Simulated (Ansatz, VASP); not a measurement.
# One calculation of Re, two programs

```
Re
1.0
    -1.56825    1.56825    1.56825
     1.56825   -1.56825    1.56825
     1.56825    1.56825   -1.56825
Re
1
Direct
  0.00000 0.00000 0.00000
```

Alike in both runs: task single point; functional r2SCAN; k mesh 16 × 16 × 16; occupations fermi-dirac, width 0.1 eV; no spin polarisation.

|  | VASP | Ansatz |
| --- | --- | --- |
| version | VASP 6.6.1 | Ansatz 0.2.0 |
| potentials or method | VASP PAW PBE potentials, release 64 (Re), cutoff 660 eV | plane waves (500 eV) with PAW, scalar-relativistic |
| valence electrons in the cell | 7 | 15 |

|  | VASP | Ansatz | Ansatz less VASP |
| --- | --- | --- | --- |
| pressure (GPa) | -13.3 | -13.3 | +0.01 |

VASP's potentials were made for PBE, not for r2SCAN. VASP's potentials hold 7 valence electrons a cell and Ansatz's 15, so a difference there can come from the potentials and not from the codes.

Spin-orbit coupling is off throughout.
